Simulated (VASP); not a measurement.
# InP (Fm-3m) in VASP: a series of runs, part 2 of 2

VASP 6.6.1.

## 3. Single point, LDA (23.50 Å³/atom)

This run uses another cell than the first one, of 23.50 Å³/atom.

INCAR reads:

```
  ALGO = Normal
  EDIFF = 1E-6
  ENCUT = 520
  GGA = CA
  ISIF = 2
  ISMEAR = -1
  LASPH = True
  LCHARG = True
  LELF = True
  LREAL = False
  LVHAR = True
  LWAVE = False
  NBANDS = 16
  NELM = 60
  PREC = Accurate
  SIGMA = 0.05
```

KPOINTS reads:

```
k-points
0
Gamma
  11 11 11
```

POSCAR reads:

```
InP
1.0
    0.0000000000      2.8644851195      2.8644851195
    2.8644851195      0.0000000000      2.8644851195
    2.8644851195      2.8644851195      0.0000000000
In P
1 1
Direct
    0.0000000000      0.0000000000      0.0000000000
    0.5000000000      0.5000000000      0.5000000000
```

Potentials or basis: VASP PAW LDA potentials, release 64 (In_d, P).

Command:

```
$ cat potpaw_LDA.64/In_d/POTCAR potpaw_LDA.64/P/POTCAR > POTCAR
$ mpirun -np 1 vasp_std > vasp.out
```

OUTCAR:

```text
EDIFF = 1E-6
   ENCUT = 520
   GGA = CA
   ISIF = 2
   ISMEAR = -1
   LASPH = True
   LREAL = False
   NELM = 60
   PREC = Accurate

 ion  position               nearest neighbor table
   1  0.000  0.000  0.000-   2 2.86   2 2.86   2 2.86   2 2.86   2 2.86   2 2.86
   2  0.500  0.500  0.500-   1 2.86   1 2.86   1 2.86   1 2.86   1 2.86   1 2.86

  LATTYP: Found a face centered cubic cell.
 ALAT       =     5.7289702390

  Lattice vectors:

 A1 = (   0.0000000000,   2.8644851195,   2.8644851195)
 A2 = (   2.8644851195,   0.0000000000,   2.8644851195)
 A3 = (   2.8644851195,   2.8644851195,   0.0000000000)

Analysis of symmetry for initial positions (statically):
=====================================================================
 Subroutine PRICEL returns:
 Original cell was already a primitive cell.

 Routine SETGRP: Setting up the symmetry group for a
 face centered cubic supercell.

 Subroutine GETGRP returns: Found 48 space group operations
 (whereof 48 operations were pure point group operations)
 out of a pool of 48 trial point group operations.

The static configuration has the point symmetry O_h .

[... 154 lines left out ...]
  ext. energy  EPLUGINS =         0.00000000
  ---------------------------------------------------
  free energy    TOTEN  =        -9.06320765 eV

  energy without entropy =       -9.05530747  energy(sigma->0) =       -9.05925756

 E-fermi :   5.6306     XC(G=0): -10.1848

 val. band max:        5.6165534541   @ k =  -0.4545   0.0909   0.0000
 cond. band min:       5.6634020227   @ k =  -0.0909   0.0909   0.0000
 fundamental gap:      0.0468485686
 Fermi energy:         5.6306131070

 k-point     1 :       0.0000    0.0000    0.0000
  band No.  band energies     occupation
      1      -8.3887      2.00000
      2      -8.3887      2.00000
      3      -8.3704      2.00000
      4      -8.3704      2.00000
      5      -8.3704      2.00000
      6      -5.6455      2.00000
[... 433 lines left out ...]
      3      -8.3673      2.00000
      4      -8.3443      2.00000
      5      -8.3339      2.00000
      6      -4.7034      2.00000
[... 8 lines left out ...]
     15      15.1209      0.00000
     16      16.3593      0.00000

 [... further k-points ...]
[... 5 lines left out ...]
  --------------------------------------------------------------------------------------
  -------------------------------------------------------------------------------------
  Total       -2.9377651     -2.9377651     -2.9377651      0.0000000      0.0000000     -0.0000000
  in kB     -100.1285521   -100.1285521   -100.1285521      0.0000000      0.0000000     -0.0000000
  external PRESSURE =    -100.1285521 kB  Pullay stress =       0.0000000 kB

 VOLUME and BASIS-vectors are now :
 -----------------------------------------------------------------------------
  energy-cutoff  :      520.00
  volume of cell :       47.01
      direct lattice vectors                 reciprocal lattice vectors
     0.000000000  2.864485119  2.864485119    -0.174551439  0.174551439  0.174551439
     2.864485119  0.000000000  2.864485119     0.174551439 -0.174551439  0.174551439
     2.864485119  2.864485119  0.000000000     0.174551439  0.174551439 -0.174551439

 POSITION                                       TOTAL-FORCE (eV/Angst)
 -----------------------------------------------------------------------------------
      0.00000      0.00000      0.00000         0.000000     -0.000000      0.000000
      2.86449      2.86449      2.86449         0.000000      0.000000     -0.000000
 -----------------------------------------------------------------------------------
    total drift:                               -0.000000      0.000000      0.000000

  FREE ENERGIE OF THE ION-ELECTRON SYSTEM (eV)
  ---------------------------------------------------
  free  energy   TOTEN  =        -9.0632076499 eV

  energy  without entropy=       -9.0553074734  energy(sigma->0) =       -9.05925756
```

stdout:

```text
POSCAR found type information on POSCAR InP
 POSCAR found :  2 types and       2 ions
 scaLAPACK will be used
 LDA part: xc-table for (Slater(with rela. corr.)+CA(PZ))
 , standard interpolation
 POSCAR, INCAR and KPOINTS ok, starting setup
 FFT: planning ... GRIDC
 FFT: planning ... GRID_SOFT
 FFT: planning ... GRID
 WAVECAR not read
 entering main loop
```

It took 67 s on 1 thread of Intel Xeon 8259CL, shared host; peak memory 0.17 GiB.

Results:

```
Free energy            : -9.0632 eV
Pressure               : -10.0 GPa
Band gap on the k mesh : zero (bands 9 and 10 overlap by 2.30 eV)
```

Caveat: the cell stands under tension; spin-orbit coupling is left out, which moves the levels of the heavy elements.

## 4. Single point, LDA (23.74 Å³/atom)

This run uses another cell than the first one, of 23.74 Å³/atom.

INCAR reads:

```
SYSTEM = InP
PREC = Accurate ; ENCUT = 520
EDIFF = 1E-7 ; ISMEAR = -1
SIGMA = 0.05 ; LREAL = .FALSE.
LASPH = .TRUE. ; NELM = 60
ALGO = Normal ; ISIF = 2
LWAVE = .FALSE. ; LCHARG = .FALSE.
GGA = CA ; NBANDS = 16
```

KPOINTS reads:

```
Automatic mesh
0
G
  11 11 11
  0 0 0
```

POSCAR reads:

```
InP
1.0
    0.0000000000      2.8739078358      2.8739078358
    2.8739078358      0.0000000000      2.8739078358
    2.8739078358      2.8739078358      0.0000000000
In P
1 1
Direct
    0.0000000000      0.0000000000      0.0000000000
    0.5000000000      0.5000000000      0.5000000000
```

Command:

```
$ cat potpaw_LDA.64/In_d/POTCAR potpaw_LDA.64/P/POTCAR > POTCAR
$ mpirun -np 1 vasp_std > vasp.out
```

Wall time 65 s (1 thread of Intel Xeon 8259CL, shared host); peak memory 0.17 GiB.

Results (log left out):

```yaml
Free_energy: -9.0338 eV
Pressure: -10.4 GPa
Band_gap_on_the_k_mesh: zero (bands 9 and 10 overlap by 2.27 eV)
```

Levels at points of the mesh, in eV from the Fermi level:
```tsv
k point	band 7	band 8	band 9	band 10	band 11	band 12
(0.00, 0.00, 0.00)	-0.44	-0.18	-0.18	-0.18	7.10	7.10
```

Caveat: the cell stands under tension; spin-orbit coupling is left out, which moves the levels of the heavy elements.

## 5. Single point, LDA (24.20 Å³/atom)

This run uses another cell than the first one, of 24.20 Å³/atom.

INCAR reads:

```
PREC = Accurate
ENCUT = 520
EDIFF = 1E-6
ISMEAR = -1
SIGMA = 0.05
LREAL = False
LASPH = True
NELM = 60
ALGO = Normal
ISIF = 2
LWAVE = False
LCHARG = False
GGA = CA
NBANDS = 16
```

KPOINTS reads:

```
Automatic mesh
0
Gamma
  11 11 11
```

POSCAR reads:

```
InP
1.0
    0.0000000000      2.8925700979      2.8925700979
    2.8925700979      0.0000000000      2.8925700979
    2.8925700979      2.8925700979      0.0000000000
In P
1 1
Direct
    0.0000000000      0.0000000000      0.0000000000
    0.5000000000      0.5000000000      0.5000000000
```

Command:

```
$ cat potpaw_LDA.64/In_d/POTCAR potpaw_LDA.64/P/POTCAR > POTCAR
$ mpirun -np 1 vasp_std > vasp.out
```

Wall time 54 s (1 thread of Intel Xeon 8259CL, shared host); peak memory 0.17 GiB.

The run converged. Its results:

* Free energy: -8.9722 eV
* Pressure: -11.0 GPa
* Band gap on the k mesh: zero (bands 9 and 10 overlap by 2.21 eV)

Levels at points of the mesh, in eV from the Fermi level:
| k point | band 7 | band 8 | band 9 | band 10 | band 11 | band 12 |
| --- | --- | --- | --- | --- | --- | --- |
| (0.00, 0.00, 0.00) | -0.57 | -0.17 | -0.17 | -0.17 | 7.10 | 7.10 |

Caveat: the cell stands under tension; spin-orbit coupling is left out, which moves the levels of the heavy elements.

## 6. Overview

| cell | gap on the mesh (eV) | pressure (GPa) |
| --- | --- | --- |
| a = 4.024 Å, angles 60.0°, 2 atoms | none | -9.3 |
| a = 4.051 Å, angles 60.0°, 2 atoms | none | -10.0 |
| a = 4.064 Å, angles 60.0°, 2 atoms | none | -10.4 |
| a = 4.091 Å, angles 60.0°, 2 atoms | none | -11.0 |

Alike in all rows: task single point; level LDA; potentials or basis VASP PAW LDA potentials, release 64 (In_d, P); no spin polarisation; k mesh 11 × 11 × 11; cutoff (eV) 520; smearing fermi-dirac 0.05 eV.

Caveats: the cell stands under tension; spin-orbit coupling is left out, which moves the levels of the heavy elements.

Total energies depend on the potentials used, so only differences within one code and one set of settings carry meaning.
